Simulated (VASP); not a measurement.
B3N2Cl, 6 atoms in the cell. It takes space group P-4m2 (No. 115, tetragonal). Conventional cell: a = 2.633 Å, b = 2.633 Å, c = 6.873 Å, α = 90.00°, β = 90.00°, γ = 90.00°. Within 2.1 Å of B (site symmetry 2mm) lie 2 N at 1.56 Å. Within 2.1 Å of B (site symmetry -4m2) lie 4 N at 1.60 Å. N (site symmetry 2mm) has 4 B at 1.56 to 1.60 Å within 2.1 Å. Cl (site symmetry -4m2) has 8 B at 2.51 Å and 4 Cl at 2.63 Å and 4 N at 2.85 Å within 3.3 Å. The cell was built from a structure type or drawn by symmetry, and may not be a known phase.

| Property | Result |
| --- | --- |
| Program | VASP 6.6.1 |
| Task | single point |
| Functional | PBE |
| Potentials or basis | VASP PAW PBE potentials, release 64 (B, N, Cl) |
| Cutoff | 520 eV |
| k mesh | 14 × 14 × 6 |
| Occupations | gaussian, width 0.1 eV |
| Spin | no spin polarisation |
| Dipole correction | no |
| Further INCAR settings | ALGO = Normal; EDIFF = 1e-07; NBANDS = 22 |

Potentials or basis: VASP PAW PBE potentials, release 64 (B, N, Cl).

Run with:

```bash
$ cat potpaw_PBE.64/B/POTCAR potpaw_PBE.64/N/POTCAR potpaw_PBE.64/Cl/POTCAR > POTCAR
$ mpirun -np 1 vasp_std > vasp.out
```

Hardware: 1 thread of Intel(R) Xeon(R) 6975P-C (Granite Rapids), with other jobs on the host.

Task: How long does it take, and how much memory?

Result: It took 64 s on 1 thread of Intel(R) Xeon(R) 6975P-C (Granite Rapids), on a shared host, peak memory 0.24 GiB. Counts: scf iterations 15, k points 144.
